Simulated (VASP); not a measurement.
# Ag (Fm-3m) in VASP: a series of runs

The runs below take Ag through single point, relaxation of cell and atoms, with PBEsol.

All numbers are computed with VASP 6.6.1; they aren't measurements. Logs are shortened: lines on timing, memory, paths and dates and some standing lists are left out, and cuts for length are marked.

### Step 1. The cell of the first run

The structure is cubic, space group Fm-3m (No. 225). Conventional cell: a = 4.057 Å, b = 4.057 Å, c = 4.057 Å, α = 90.00°, β = 90.00°, γ = 90.00°. Within 3.8 Å of Ag (site symmetry m-3m) lie 12 Ag at 2.87 Å.

### Step 2. Single point, PBEsol

Contents of INCAR:

```
SYSTEM = Ag
ALGO = Normal
EDIFF = 1E-6
ENCUT = 500
GGA = PS
GGA_COMPAT = .FALSE.
ISIF = 2
ISMEAR = -1
LASPH = .TRUE.
LCHARG = .FALSE.
LREAL = .FALSE.
LWAVE = .FALSE.
NBANDS = 12
NELM = 120
PREC = Accurate
SIGMA = 0.05
```

Contents of KPOINTS:

```
k-points
0
G
  10 10 10
  0 0 0
```

Contents of POSCAR:

```
Ag
1.0
    0.0000000000      2.0287100757      2.0287100757
    2.0287100757      0.0000000000      2.0287100757
    2.0287100757      2.0287100757      0.0000000000
Ag
1
Direct
    0.0000000000      0.0000000000      0.0000000000
```

Potentials or basis: VASP PAW PBE potentials, release 64 (Ag).

The run is started by

```sh
$ cat potpaw_PBE.64/Ag/POTCAR > POTCAR
$ mpirun -np 1 vasp_std > vasp.out
```

OUTCAR:

```text
SYSTEM = Ag
   EDIFF = 1E-6
   ENCUT = 500
   GGA = PS
   ISIF = 2
   ISMEAR = -1
   LASPH = .TRUE.
   LREAL = .FALSE.
   NELM = 120
   PREC = Accurate

 ion  position               nearest neighbor table
   1  0.000  0.000  0.000-

  LATTYP: Found a face centered cubic cell.
 ALAT       =     4.0574201514

  Lattice vectors:

 A1 = (   0.0000000000,   2.0287100757,   2.0287100757)
 A2 = (   2.0287100757,   0.0000000000,   2.0287100757)
 A3 = (   2.0287100757,   2.0287100757,   0.0000000000)

Analysis of symmetry for initial positions (statically):
=====================================================================
 Subroutine PRICEL returns:
 Original cell was already a primitive cell.

 Routine SETGRP: Setting up the symmetry group for a
 face centered cubic supercell.

 Subroutine GETGRP returns: Found 48 space group operations
 (whereof 48 operations were pure point group operations)
 out of a pool of 48 trial point group operations.

The static configuration has the point symmetry O_h .

Analysis of symmetry for dynamics (positions and initial velocities):
=====================================================================
 Subroutine PRICEL returns:
 Original cell was already a primitive cell.

 Routine SETGRP: Setting up the symmetry group for a
 face centered cubic supercell.

 Subroutine GETGRP returns: Found 48 space group operations
 (whereof 48 operations were pure point group operations)
 out of a pool of 48 trial point group operations.

The dynamic configuration has the point symmetry O_h .

 Subroutine INISYM returns: Found 48 space group operations
 (whereof 48 operations are pure point group operations),
 and found     1 'primitive' translations

----------------------------------------------------------------------------------------

                                     Primitive cell

  volume of cell :      16.6990

  direct lattice vectors                    reciprocal lattice vectors
     0.000000000  2.028710076  2.028710076    -0.246462028  0.246462028  0.246462028
     2.028710076  0.000000000  2.028710076     0.246462028 -0.246462028  0.246462028
     2.028710076  2.028710076  0.000000000     0.246462028  0.246462028 -0.246462028

  length of vectors
     2.869029303  2.869029303  2.869029303     0.426884755  0.426884755  0.426884755

  position of ions in fractional coordinates (direct lattice)
     0.000000000  0.000000000  0.000000000

  ion indices of the primitive-cell ions
   primitive index   ion index
                 1           1

----------------------------------------------------------------------------------------

 KPOINTS: k-points

Automatic generation of k-mesh.
 Grid dimensions read from file:
 generate k-points for:   10   10   10

 Generating k-lattice:

  Cartesian coordinates                     Fractional coordinates (reciprocal lattice)
    -0.024646203  0.024646203  0.024646203     0.100000000  0.000000000  0.000000000
     0.024646203 -0.024646203  0.024646203     0.000000000  0.100000000  0.000000000
     0.024646203  0.024646203 -0.024646203     0.000000000  0.000000000  0.100000000

  Length of vectors
     0.042688476  0.042688476  0.042688476

  Shift w.r.t. Gamma in fractional coordinates (k-lattice)
     0.000000000  0.000000000  0.000000000

 Subroutine IBZKPT returns following result:
 ===========================================

 Found     47 irreducible k-points:

 Following reciprocal coordinates:
            Coordinates               Weight
  0.000000  0.000000  0.000000      1.000000
  0.100000  0.000000  0.000000      8.000000
  0.200000  0.000000  0.000000      8.000000
  0.300000  0.000000  0.000000      8.000000
  0.400000  0.000000  0.000000      8.000000
  0.500000  0.000000  0.000000      4.000000
[... 16 lines left out ...]
  0.300000  0.300000  0.000000      6.000000
  0.400000  0.300000  0.000000     24.000000
 [... further k-points ...]
   k-points           NKPTS =     47   k-points in BZ     NKDIM =     47   number of bands    NBANDS=     12
   number of dos      NEDOS =    301   number of ions     NIONS =      1
   total plane-waves  NPLWV =  13824
   dimension x,y,z NGX =    24 NGY =   24 NGZ =   24
   dimension x,y,z NGXF=    48 NGYF=   48 NGZF=   48
   ions per type =               1
   NGX,Y,Z   is equivalent  to a cutoff of  13.91, 13.91, 13.91 a.u.
   NGXF,Y,Z  is equivalent  to a cutoff of  27.81, 27.81, 27.81 a.u.
 SYSTEM =  Ag
   PREC   = accura    normal or accurate (medium, high low for compatibility)
   ISTART =      0    job   : 0-new  1-cont  2-samecut
   ICHARG =      2    charge: 1-file 2-atom 10-const
   ISPIN  =      1    spin polarized calculation?
   LNONCOLLINEAR =      F non collinear calculations
   LSORBIT =      F    spin-orbit coupling
   LASPH  =      T    aspherical Exc in radial PAW
   ENCUT  =  500.0 eV  36.75 Ry    6.06 a.u.   5.23  5.23  5.23*2*pi/ulx,y,z
   NELM   =    120;   NELMIN=  2; NELMDL= -5     # of ELM steps
   EDIFF  = 0.1E-05   stopping-criterion for ELM
   LREAL  =      F    real-space projection
   EDIFFG = 0.1E-04   stopping-criterion for IOM
   NSW    =      0    number of steps for IOM
   IBRION =     -1    ionic relax: 0-MD 1-quasi-New 2-CG
   NFREE  =      0    steps in history (QN), initial steepest desc. (CG)
   ISIF   =      2    stress and relaxation
   ISYM   =      2    0-nonsym 1-usesym 2-fastsym
   POTIM  = 0.5000    time-step for ionic-motion
   TEBEG  =    0.0;   TEEND  =   0.0 temperature during run
   PSTRESS=    0.0 pullay stress
   NELECT =      11.0000    total number of electrons
   NUPDOWN=      -1.0000    fix difference up-down
   EMIN   =  10.00;   EMAX   =-10.00  energy-range for DOS
   EFERMI =   0.00;   METHOD = LEGACY
   ISMEAR =    -1;   SIGMA  =   0.05  broadening in eV -4-tet -1-fermi 0-gaus
   EFERMI_NEDOS =   21; number of points for ismear=-14 and -15
   IALGO  =     38    algorithm
   IMIX   =      4    mixing-type and parameters
     AMIX     =   0.40;   BMIX     =  1.00
     AMIX_MAG =   1.60;   BMIX_MAG =  1.00
  volume/ion in A,a.u.               =      16.70       112.69
  Fermi-wavevector in a.u.,A,eV,Ry     =   1.424434  2.691790 27.606397  2.029013
  Thomas-Fermi vector in A             =   2.544926
   LORBIT       =      0    0 simple, 1 ext, 2 COOP (PROOUT), +10 PAW based schemes
   GGA     = PS    functional components
   LHFCALC =     F    Hartree Fock is set to
   AEXX    =    0.0000 exact exchange contribution
   IVDW    =     0    specifies the selected vdW correction
   LEPSILON=     F    determine dielectric tensor
   LRPA    =     F    only Hartree local field effects (RPA)
 non-spin polarized calculation
  energy-cutoff  :      500.00
  volume of cell :       16.70
 maximum number of plane-waves:       444
 NGX is ok and might be reduce to    24
   NGX = 11   NGY = 11   NGZ = 11

 number of electron      11.0000001 magnetization

 Free energy of the ion-electron system (eV)
  ---------------------------------------------------
  ext. energy  EPLUGINS =         0.00000000
  ---------------------------------------------------
  free energy    TOTEN  =        -3.29533706 eV

  energy without entropy =       -3.29262510  energy(sigma->0) =       -3.29398108

 E-fermi :   8.4686     XC(G=0): -12.5363

 val. band max:        8.2406504175   @ k =   0.5000   0.2000   0.1000
 cond. band min:       8.5744932986   @ k =   0.5000   0.1000   0.0000
 fundamental gap:      0.3338428811
 Fermi energy:         8.4685505847

 k-point     1 :       0.0000    0.0000    0.0000
  band No.  band energies     occupation
      1       0.5384      2.00000
      2       3.6811      2.00000
      3       3.6811      2.00000
      4       3.6811      2.00000
      5       4.7677      2.00000
      6       4.7677      2.00000
      7      24.5528      0.00000
      8      28.2495      0.00000
      9      28.2495      0.00000
     10      28.2495      0.00000
     11      33.1212      0.00000
     12      34.3874      0.00000

 k-point     2 :       0.1000    0.0000    0.0000
  band No.  band energies     occupation
      1       0.8512      2.00000
      2       3.6121      2.00000
      3       3.7655      2.00000
      4       3.7655      2.00000
      5       4.7384      2.00000
      6       4.7384      2.00000
      7      24.4966      0.00000
      8      26.2170      0.00000
      9      28.3904      0.00000
     10      28.3904      0.00000
     11      32.6250      0.00000
     12      33.9335      0.00000

 k-point     3 :       0.2000    0.0000    0.0000
  band No.  band energies     occupation
      1       1.6308      2.00000
      2       3.6075      2.00000
      3       3.8935      2.00000
      4       3.8935      2.00000
      5       4.7745      2.00000
      6       4.7745      2.00000
      7      21.7201      0.00000
      8      25.4082      0.00000
      9      28.5458      0.00000
     10      28.5458      0.00000
     11      31.4462      0.00000
     12      32.6068      0.00000

 k-point     4 :       0.3000    0.0000    0.0000
  band No.  band energies     occupation
      1       2.1059      2.00000
      2       3.8417      2.00000
      3       3.8417      2.00000
      4       4.5125      2.00000
      5       5.0728      2.00000
      6       5.0728      2.00000
      7      17.8534      0.00000
      8      24.8064      0.00000
      9      28.0065      0.00000
     10      28.0065      0.00000
     11      31.6949      0.00000
     12      31.6949      0.00000

 k-point     5 :       0.4000    0.0000    0.0000
  band No.  band energies     occupation
      1       2.0593      2.00000
      2       3.7147      2.00000
      3       3.7147      2.00000
      4       5.4390      2.00000
      5       5.4390      2.00000
      6       6.4907      2.00000
      7      14.2634      0.00000
      8      24.0773      0.00000
      9      27.0007      0.00000
     10      27.0007      0.00000
     11      31.6046      0.00000
     12      31.6046      0.00000

 k-point     6 :       0.5000    0.0000    0.0000
  band No.  band energies     occupation
      1       2.0028      2.00000
      2       3.6587      2.00000
      3       3.6587      2.00000
      4       5.5969      2.00000
      5       5.5969      2.00000
      6       8.0074      1.99980
      7      12.2268      0.00000
      8      23.7895      0.00000
      9      26.5510      0.00000
     10      26.5510      0.00000
     11      31.6462      0.00000
     12      31.6462      0.00000

 k-point     7 :       0.1000    0.1000    0.0000
  band No.  band energies     occupation
      1       0.9563      2.00000
      2       3.5128      2.00000
      3       3.8379      2.00000
      4       3.8379      2.00000
      5       4.6053      2.00000
      6       4.8400      2.00000
      7      24.7294      0.00000
      8      26.9457      0.00000
      9      27.2697      0.00000
     10      27.2697      0.00000
     11      33.8782      0.00000
     12      33.8782      0.00000

 k-point     8 :       0.2000    0.1000    0.0000
  band No.  band energies     occupation
      1       1.6036      2.00000
      2       3.3614      2.00000
      3       3.9858      2.00000
      4       4.0065      2.00000
      5       4.5625      2.00000
      6       4.9295      2.00000
      7      23.1845      0.00000
      8      25.3122      0.00000
      9      26.3955      0.00000
     10      28.2565      0.00000
     11      31.3671      0.00000
     12      33.7385      0.00000
[... 166 lines left out ...]
 k-point    20 :      -0.4000    0.2000    0.0000
  band No.  band energies     occupation
      1       2.5991      2.00000
      2       3.3424      2.00000
      3       4.1881      2.00000
      4       4.2565      2.00000
      5       5.4002      2.00000
      6      10.1063      0.00000
      7      12.9845      0.00000
      8      20.2029      0.00000
      9      24.5337      0.00000
     10      25.0948      0.00000
     11      33.4724      0.00000
     12      33.9164      0.00000

 k-point    21 :      -0.3000    0.2000    0.0000
  band No.  band energies     occupation
      1       2.8045      2.00000
      2       3.4416      2.00000
      3       3.9616      2.00000
      4       4.2191      2.00000
      5       4.9288      2.00000
      6       7.9946      1.99985
      7      16.2191      0.00000
      8      19.7908      0.00000
      9      25.6224      0.00000
     10      26.5412      0.00000
     11      31.6440      0.00000
     12      33.7887      0.00000

 k-point    22 :      -0.2000    0.2000    0.0000
  band No.  band energies     occupation
      1       2.8548      2.00000
      2       3.2427      2.00000
      3       3.8405      2.00000
      4       4.3361      2.00000
      5       4.4372      2.00000
      6       6.3641      2.00000
      7      19.7976      0.00000
      8      20.1856      0.00000
      9      26.7438      0.00000
     10      28.9934      0.00000
     11      29.6374      0.00000
     12      34.0742      0.00000

 k-point    23 :       0.3000    0.3000    0.0000
  band No.  band energies     occupation
      1       2.4415      2.00000
      2       2.6127      2.00000
      3       4.9230      2.00000
      4       4.9230      2.00000
      5       5.2793      2.00000
      6       5.4852      2.00000
      7      22.0006      0.00000
      8      22.0006      0.00000
      9      22.3945      0.00000
     10      25.5525      0.00000
     11      26.2811      0.00000
     12      37.3516      0.00000

 k-point    24 :       0.4000    0.3000    0.0000
  band No.  band energies     occupation
      1       2.3836      2.00000
      2       2.5314      2.00000
      3       4.8167      2.00000
      4       4.9944      2.00000
      5       5.5496      2.00000
      6       7.2510      2.00000
      7      19.1508      0.00000
      8      20.3130      0.00000
      9      21.1692      0.00000
     10      25.7191      0.00000
     11      27.8338      0.00000
     12      37.2698      0.00000

 [... further k-points ...]
[... 5 lines left out ...]
  --------------------------------------------------------------------------------------
  -------------------------------------------------------------------------------------
  Total       -0.0182670     -0.0182670     -0.0182670     -0.0000000     -0.0000000     -0.0000000
  in kB       -1.7526213     -1.7526213     -1.7526213     -0.0000000     -0.0000000     -0.0000000
  external PRESSURE =      -1.7526213 kB  Pullay stress =       0.0000000 kB

 VOLUME and BASIS-vectors are now :
 -----------------------------------------------------------------------------
  energy-cutoff  :      500.00
  volume of cell :       16.70
      direct lattice vectors                 reciprocal lattice vectors
     0.000000000  2.028710076  2.028710076    -0.246462028  0.246462028  0.246462028
     2.028710076  0.000000000  2.028710076     0.246462028 -0.246462028  0.246462028
     2.028710076  2.028710076  0.000000000     0.246462028  0.246462028 -0.246462028

 POSITION                                       TOTAL-FORCE (eV/Angst)
 -----------------------------------------------------------------------------------
      0.00000      0.00000      0.00000         0.000000      0.000000      0.000000
 -----------------------------------------------------------------------------------
    total drift:                               -0.000000      0.000000      0.000000

  FREE ENERGIE OF THE ION-ELECTRON SYSTEM (eV)
  ---------------------------------------------------
  free  energy   TOTEN  =        -3.2953370621 eV

  energy  without entropy=       -3.2926251032  energy(sigma->0) =       -3.29398108
```

Wall time 13 s (1 thread of Intel Xeon 8259CL, shared host); peak memory 0.14 GiB.

Results:

* Free energy: -3.2953 eV
* Pressure: -0.2 GPa
* Band gap on the k mesh: zero (an odd number of electrons rules out a gap without spin polarisation)

Caveat: the PAW data sets were made with another functional, which shifts forces and pressure a little.

### Step 3. Relaxation of cell and atoms, PBEsol

This run uses another cell than the first one, of 17.05 Å³/atom.

Contents of INCAR:

```
ALGO = Normal
EDIFF = 1E-7
EDIFFG = -0.02
ENCUT = 500
GGA = PS
GGA_COMPAT = F
IBRION = 2
ISIF = 3
ISMEAR = -1
LASPH = T
LCHARG = F
LREAL = F
LWAVE = F
NELM = 120
NELMIN = 4
NSW = 80
PREC = Accurate
SIGMA = 0.05
```

Contents of KPOINTS:

```
k-points
0
Gamma
  10 10 10
```

Contents of POSCAR:

```
Ag
1.0
    0.0000000000      2.0427500000      2.0427500000
    2.0427500000      0.0000000000      2.0427500000
    2.0427500000      2.0427500000      0.0000000000
Ag
1
Direct
    0.0000000000      0.0000000000      0.0000000000
```

Potentials or basis: VASP PAW PBE potentials, release 64 (Ag).

The run is started by

```sh
$ cat potpaw_PBE.64/Ag/POTCAR > POTCAR
$ mpirun -np 1 vasp_std > vasp.out
```

Wall time 27 s (1 thread of Intel Xeon 8259CL, shared host); peak memory 0.15 GiB.

It converged, with:

- Free energy: -3.2955 eV
- Relaxed volume: 16.67 Å³/atom
- Relaxed cell: a = 2.867 Å, b = 2.867 Å, c = 2.867 Å, α = 60.00°, β = 60.00°, γ = 60.00°
- Space group after relaxing (to 0.1 Å): Fm-3m (No. 225)
- Energy gained by relaxing: 2.9 meV/atom
- Ionic steps: 3
- Pressure after relaxing: 0.0 GPa
- Band gap on the k mesh: zero (an odd number of electrons rules out a gap without spin polarisation)

The path:
```tsv
step	energy change (eV)	largest force (eV/Å)	pressure (GPa)	volume (Å³)
1	0.0000	0.0000	-2.43	17.05
2	-0.0015	0.0000	1.87	16.42
3	-0.0029	0.0000	0.00	16.67
```

Final structure:
```
Ag
1.0
     0.00000    2.02759    2.02759
     2.02759    0.00000    2.02759
     2.02759    2.02759    0.00000
Ag
1
Cartesian
  0.0000 0.0000 0.0000
```

Levels at points of the mesh, in eV from the Fermi level:
```tsv
k point	band 3	band 4	band 5	band 6	band 7	band 8	band 9
(0.00, 0.00, 0.00)	-4.79	-4.79	-3.70	-3.70	16.09	19.79	19.79
(0.50, 0.00, 0.00)	-4.82	-2.87	-2.87	-0.47	3.77	15.32	18.10
(0.50, 0.50, 0.00)	-2.90	-2.66	-2.66	1.57	6.95	10.77	10.77
```

Caveat: the PAW data sets were made with another functional, which shifts forces and pressure a little.

The gap in the log of VASP goes by the Fermi energy; the results here count the filled bands.